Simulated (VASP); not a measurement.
MgH2, 6 atoms in the cell. Symmetry: I4_1/amd, No. 141, tetragonal system. Conventional cell: a = 3.740 Å, b = 3.740 Å, c = 9.223 Å, α = 90.00°, β = 90.00°, γ = 90.00°. Mg (site symmetry -4m2) has 6 H at 1.90 to 1.96 Å within 2.5 Å. H (site symmetry 2mm) has 3 Mg at 1.90 to 1.96 Å and 2 H at 2.47 Å within 2.5 Å. 

```yaml
Program: VASP 6.6.1
Task: single point
Functional: PBE
Potentials_or_basis: VASP PAW PBE potentials, release 64 (Mg, H)
Cutoff: 600 eV
k_mesh: 8 × 8 × 8
Occupations: gaussian, width 0.02 eV
Spin: no spin polarisation
Dipole_correction: no
Further_INCAR_settings: ALGO = Normal; EDIFF = 1e-06; NBANDS = 13
```

Potentials or basis: VASP PAW PBE potentials, release 64 (Mg, H).

Command:

```console
$ cat potpaw_PBE.64/Mg/POTCAR potpaw_PBE.64/H/POTCAR > POTCAR
$ mpirun -np 1 vasp_std > vasp.out
```

Hardware: 1 thread of Intel Xeon 8259CL, with other jobs on the host.

**Question.** Estimate the wall time of this run.

**Answer.** Wall time 100 s on 1 thread of Intel Xeon 8259CL (shared host), peak memory 0.28 GiB. Counts: scf iterations 12, k points 59.
